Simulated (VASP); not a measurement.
SrTiO3:

```
CELL_PARAMETERS angstrom
3.93643 0.00000 0.00000
0.00000 3.93643 0.00000
0.00000 0.00000 3.93643
ATOMIC_POSITIONS crystal
Sr 0.00000 0.00000 0.00000
Ti 0.50000 0.50000 0.50000
O 0.50000 0.50000 0.00000
O 0.50000 0.00000 0.50000
O 0.00000 0.50000 0.50000
```

- Program: VASP 6.6.1
- Task: relaxation of cell and atoms
- Functional: LDA
- Potentials or basis: VASP PAW LDA potentials, release 64 (Sr_sv, Ti_sv, O)
- Cutoff: 600 eV
- k mesh: 6 × 6 × 6
- Occupations: fermi-dirac, width 0.02 eV
- Spin: no spin polarisation

At the start: pressure -10.4 GPa; volume 12.20 Å³/atom.

Task: How do energy, volume and symmetry change on relaxing?

Result: Over 5 steps the energy falls by 24.1 meV/atom and the volume is 11.50 Å³/atom (-5.7 %); space group Pm-3m (No. 221, to 0.1 Å) before and after.

The path:
| step | energy change (eV) | largest force (eV/Å) | pressure (GPa) | volume (Å³) |
| --- | --- | --- | --- | --- |
| 1 | 0.0000 | 0.0000 | -10.44 | 61.00 |
| 2 | 0.0072 | 0.0000 | 13.30 | 54.24 |
| 3 | -0.1204 | 0.0000 | -0.10 | 57.52 |
| 4 | -0.1204 | 0.0000 | 0.12 | 57.46 |
| 5 | -0.1204 | 0.0000 | -0.01 | 57.52 |

Final structure:
```xyz
5
Lattice="3.8601 0.0000 0.0000 0.0000 3.8601 0.0000 0.0000 0.0000 3.8601" Properties=species:S:1:pos:R:3 pbc="T T T"
Sr    0.0000    0.0000    0.0000
Ti    1.9301    1.9301    1.9301
O     1.9301    1.9301    0.0000
O     1.9301    3.8601    1.9301
O     3.8601    1.9301    1.9301
```
